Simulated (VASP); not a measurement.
Crystal: C.

```
CELL_PARAMETERS angstrom
3.63500 0.00000 0.00000
2.80526 2.31165 0.00000
2.80526 1.00691 2.08083
ATOMIC_POSITIONS crystal
C 0.83600 0.83600 0.83600
C 0.16400 0.16400 0.16400
```

```yaml
Program: VASP 6.6.1
Task: relaxation of cell and atoms
Functional: PBE
Potentials_or_basis: VASP PAW PBE potentials, release 64 (C)
Cutoff: 600 eV
k_mesh: 12 × 12 × 12
Occupations: fermi-dirac, width 0.05 eV
Spin: no spin polarisation
```

At the start: pressure 4.3 GPa; volume 8.74 Å³/atom.

Q: Where does the relaxation end?

A: Over 11 steps the energy falls by 23.0 meV/atom and the volume is 10.49 Å³/atom (+20.0 %); space group R-3m (No. 166, to 0.05 Å).

The path:
| step | energy change (eV) | largest force (eV/Å) | pressure (GPa) | volume (Å³) |
| --- | --- | --- | --- | --- |
| 1 | 0.0000 | 0.8560 | 4.34 | 17.48 |
| 2 | -0.0070 | 0.5115 | -6.46 | 18.09 |
| 3 | -0.0240 | 0.1140 | -1.64 | 17.81 |
| 4 | -0.0239 | 0.2388 | 4.62 | 17.68 |
| 5 | -0.0270 | 0.0621 | 1.43 | 17.75 |
| 6 | -0.0293 | 0.0519 | 1.37 | 17.89 |
| 7 | -0.0351 | 0.0216 | 1.08 | 18.31 |
| 8 | -0.0421 | 0.0399 | 0.71 | 19.15 |
| 9 | -0.0453 | 0.1682 | 0.12 | 20.83 |
| 10 | -0.0412 | 0.3541 | -1.26 | 21.39 |
| 11 | -0.0460 | 0.0191 | -0.22 | 20.98 |

Final structure:
```yaml
crystal:
  lattice:
    - [4.21875, 0.20323, 0.12743]
    - [3.38500, 2.52605, 0.12743]
    - [3.38500, 1.21500, 2.21831]
  atoms:
    - { symbol: C, position: [0.83340, 0.83340, 0.83340] }
    - { symbol: C, position: [0.16660, 0.16660, 0.16660] }
```

Caveat: the volume moved by over 15 % at a fixed basis, so the end points are rough; the volume moved by +20 % from the deposited cell, more than functionals usually miss.
